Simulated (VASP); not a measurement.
The system is PbSe (Clausthalite).

```
CELL_PARAMETERS angstrom
0.00000 3.06065 3.06065
3.06065 0.00000 3.06065
3.06065 3.06065 0.00000
ATOMIC_POSITIONS crystal
Pb 0.00000 0.00000 0.00000
Se 0.50000 0.50000 0.50000
```

| Quantity | Value |
| --- | --- |
| Program | VASP 6.6.1 |
| Task | relaxation of cell and atoms |
| Functional | r2SCAN |
| Potentials or basis | VASP PAW PBE potentials, release 64 (Pb_d, Se) |
| Cutoff | 550 eV |
| k mesh | 6 × 6 × 6 |
| Occupations | gaussian, width 0.01 eV |
| Spin | no spin polarisation |

At the start: pressure 1.5 GPa; volume 28.67 Å³/atom.

Question: Where does the relaxation end?

Answer: Over 3 steps the energy falls by 3.6 meV/atom and the volume is 29.46 Å³/atom (+2.7 %); space group Fm-3m (No. 225, to 0.05 Å).

The path:
| step | energy change (eV) | largest force (eV/Å) | pressure (GPa) | volume (Å³) |
| --- | --- | --- | --- | --- |
| 1 | 0.0000 | 0.0000 | 1.50 | 57.34 |
| 2 | -0.0060 | 0.0000 | -0.57 | 59.59 |
| 3 | -0.0072 | 0.0000 | 0.01 | 58.92 |

Final structure:
```yaml
crystal:
  lattice:
    - [0.00000, 3.08845, 3.08845]
    - [3.08845, 0.00000, 3.08845]
    - [3.08845, 3.08845, 0.00000]
  atoms:
    - { symbol: Pb, position: [0.00000, 0.00000, 0.00000] }
    - { symbol: Se, position: [0.50000, 0.50000, 0.50000] }
```

Caveat: the PAW data sets were made with another functional, which shifts forces and pressure a little.
